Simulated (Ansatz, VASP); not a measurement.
# SiC: VASP beside Ansatz

Contents of POSCAR:

```
SiC
1.0
    0.0000000000      2.1781642237      2.1781642237
    2.1781642237      0.0000000000      2.1781642237
    2.1781642237      2.1781642237      0.0000000000
Si C
1 1
Direct
    0.7500000000      0.7500000000      0.7500000000
    0.0000000000      0.0000000000      0.0000000000
```

Contents of INCAR.step1:

```
ALGO     = Normal         # electronic algorithm
EDIFF    = 1E-5           # SCF threshold, eV
ENCUT    = 660            # plane-wave cutoff, eV
GGA      = PE             # functional
GGA_COMPAT= False        
ISMEAR   = 0              # smearing method
LASPH    = True           # aspherical terms in the spheres
LCHARG   = False          # write CHGCAR
LREAL    = False          # projectors in reciprocal space
LWAVE    = True           # write WAVECAR
NBANDS   = 11             # bands
NELM     = 120            # most SCF steps
PREC     = Accurate       # precision mode
SIGMA    = 0.02           # smearing width, eV
```

Contents of INCAR.step2:

```
ALGO     = Normal         # electronic algorithm
EDIFF    = 1E-6           # SCF threshold, eV
ENCUT    = 660            # plane-wave cutoff, eV
GGA_COMPAT= False        
ISIF     = 2              # what is computed and relaxed
ISMEAR   = 0              # smearing method
ISTART   = 1            
LASPH    = True           # aspherical terms in the spheres
LCHARG   = False          # write CHGCAR
LMIXTAU  = True         
LREAL    = False          # projectors in reciprocal space
LWAVE    = False          # write WAVECAR
METAGGA  = R2SCAN         # meta-GGA
NBANDS   = 11             # bands
NELM     = 120            # most SCF steps
PREC     = Accurate       # precision mode
SIGMA    = 0.02           # smearing width, eV
```

The input KPOINTS:

```
k-points
0
Gamma
  10 10 10
```

Input for Ansatz:

```yaml
crystal:
  lattice:
    - [0.0, 2.1781642237, 2.1781642237]
    - [2.1781642237, 0.0, 2.1781642237]
    - [2.1781642237, 2.1781642237, 0.0]
  atoms:
    - { symbol: Si, position: [0.75, 0.75, 0.75] }
    - { symbol: C, position: [0.0, 0.0, 0.0] }
basis:
  ecutwfc: 500
kpoints:
  mp_grid: { grid: [10, 10, 10] }
  band_path:
    path:
      - [[0.0, 0.0, 0.0], [-0.5, -0.5, 0.0], [-0.375, -0.375, 0.25]]
      - [[-0.375, 0.0, 0.375], [0.0, 0.0, 0.0], [0.0, 0.0, 0.5], [-0.5, -0.25, 0.25], [-0.5, -0.5, 0.0]]
    npoints: 10
hamiltonian:
  xc: r2scan
scf:
  occupations: { method: gaussian, width: 0.02 }
  n_extra_bands: 7
output:
  forces: true
  stress: true
  eigenvalues: true
```

Alike in both runs: task single point; functional r2SCAN; k mesh 10 × 10 × 10; occupations gaussian, width 0.02 eV; no spin polarisation.

|  | VASP | Ansatz |
| --- | --- | --- |
| version | VASP 6.6.1 | Ansatz 0.2.0 |
| potentials or method | VASP PAW PBE potentials, release 64 (Si, C), cutoff 660 eV | scalar-relativistic, plane waves, PAW |
| valence electrons in the cell | 8 | 8 |

VASP gave:

```
gap on the k mesh at the Fermi level (eV) : 1.73
least direct gap on the mesh (eV)         : 5.06
pressure (GPa)                            : -0.4
```

Task: Estimate Ansatz's values.

Result: gap on the k mesh at the Fermi level (eV): 1.71; least direct gap on the mesh (eV): 5.05; pressure (GPa): 0.0.

VASP's potentials were made for PBE, not for r2SCAN. The functional is the same, so the differences come from potentials, cutoffs and numerics.
